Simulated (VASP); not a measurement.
CdS:

```
Cd S
1.0
     0.00000    2.75324    2.75324
     2.75324    0.00000    2.75324
     2.75324    2.75324    0.00000
Cd S
1 1
Direct
  0.00000 0.00000 0.00000
  0.50000 0.50000 0.50000
```

| Property | Result |
| --- | --- |
| Program | VASP 6.6.1 |
| Task | relaxation of cell and atoms |
| Functional | PBEsol |
| Potentials or basis | VASP PAW PBE potentials, release 64 (Cd, S) |
| Cutoff | 600 eV |
| k mesh | 6 × 6 × 6 |
| Occupations | fermi-dirac, width 0.01 eV |
| Spin | no spin polarisation |

At the start: pressure -4.0 GPa; volume 20.87 Å³/atom.

Q: Where does the relaxation end?

A: Over 3 steps the energy falls by 14.2 meV/atom and the volume is 19.78 Å³/atom (-5.2 %); space group Fm-3m (No. 225, to 0.05 Å).

The path:
| step | energy change (eV) | largest force (eV/Å) | pressure (GPa) | volume (Å³) |
| --- | --- | --- | --- | --- |
| 1 | 0.0000 | 0.0000 | -3.96 | 41.74 |
| 2 | -0.0232 | 0.0000 | 1.97 | 38.70 |
| 3 | -0.0284 | 0.0000 | -0.04 | 39.56 |

Final structure:
```
Cd S
1.0
     0.00000    2.70446    2.70446
     2.70446    0.00000    2.70446
     2.70446    2.70446    0.00000
Cd S
1 1
Direct
  0.00000 0.00000 0.00000
  0.50000 0.50000 0.50000
```

Caveat: the PAW data sets were made with another functional, which shifts forces and pressure a little.
